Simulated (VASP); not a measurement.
**PtSe: single point with PBE**

PtSe:

```
Pt Se
1.0
     3.55380    0.00000    0.00000
    -1.77690    3.07768    0.00000
     0.00000    0.00000    3.61284
Pt Se
1 1
Direct
  0.00000 0.00000 0.00000
  0.66667 0.33333 0.50000
```

* Program: VASP 6.6.1
* Task: single point
* Functional: PBE
* Potentials or basis: VASP PAW PBE potentials, release 64 (Pt, Se)
* Cutoff: 520 eV
* k mesh: 7 × 7 × 6
* Occupations: fermi-dirac, width 0.05 eV
* Spin: no spin polarisation

```json
{
  "Pressure": "-5.7 GPa",
  "Band gap on the k mesh": "zero (band 8 reaches 7.62 eV, above the bottom of band 9 at 6.70 eV)"
}
```

Stress tensor (GPa, compression positive):
```
-4.14  0.00  0.00
 0.00 -4.14  0.00
 0.00  0.00 -8.97
```

Levels at points of the mesh, in eV from the Fermi level:
```tsv
k point	band 4	band 5	band 6	band 7	band 8	band 9	band 10	band 11	band 12	band 13
(0.00, 0.00, 0.00)	-3.77	-2.52	-2.20	-2.20	0.23	0.78	0.78	7.33	8.12	8.12
(0.00, 0.00, 0.50)	-3.54	-2.75	-2.75	-1.89	0.66	0.66	5.37	5.96	11.46	11.46
```

It took 7.7 s on 1 thread of Intel(R) Xeon(R) 6975P-C (Granite Rapids) (shared host), peak memory 0.16 GiB.

Caveat: spin-orbit coupling is left out, which moves the levels of the heavy elements.
